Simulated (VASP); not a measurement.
Input of a VASP 6.6.1 run:

INCAR

```
SYSTEM = NiO
PREC = Accurate ; ENCUT = 600
EDIFF = 1E-6 ; ISMEAR = -1
SIGMA = 0.03 ; LREAL = .FALSE.
LASPH = .TRUE. ; NELM = 200
ALGO = Normal ; ISIF = 2
LWAVE = .FALSE. ; LCHARG = .FALSE.
ISPIN = 2 ; MAGMOM = 2 0
LORBIT = 11 ; LMAXMIX = 4
LDAU = .TRUE. ; LDAUTYPE = 2
LDAUL = 2 -1 ; LDAUU = 6.2 0
LDAUJ = 0 0 ; LDAUPRINT = 1
GGA = PE ; NBANDS = 19
GGA_COMPAT = .FALSE.
```

KPOINTS

```
regular mesh
0
G
  8 8 8
  0 0 0
```

POSCAR

```
NiO
1.0
    0.0000000000      2.1004800000      2.1004800000
    2.1004800000      0.0000000000      2.1004800000
    2.1004800000      2.1004800000      0.0000000000
Ni O
1 1
Direct
    0.0000000000      0.0000000000      0.0000000000
    0.5000000000      0.5000000000      0.5000000000
```

Potentials or basis: VASP PAW PBE potentials, release 64 (Ni, O).

Run with:

```sh
$ cat potpaw_PBE.64/Ni/POTCAR potpaw_PBE.64/O/POTCAR > POTCAR
$ mpirun -np 1 vasp_std > vasp.out
```

(1) Predict the site moments.

(2) Predict the net moment.

(3) What does it give for the band gap on the k mesh?

Answers

(1) Ni +1.82; O +0.17 μB.

(2) 2.00 μB per cell.

(3) 2.55 eV, indirect (least direct gap 3.37 eV).

Caveat: a cell with one magnetic atom can't hold antiferromagnetic order, which such compounds often take.
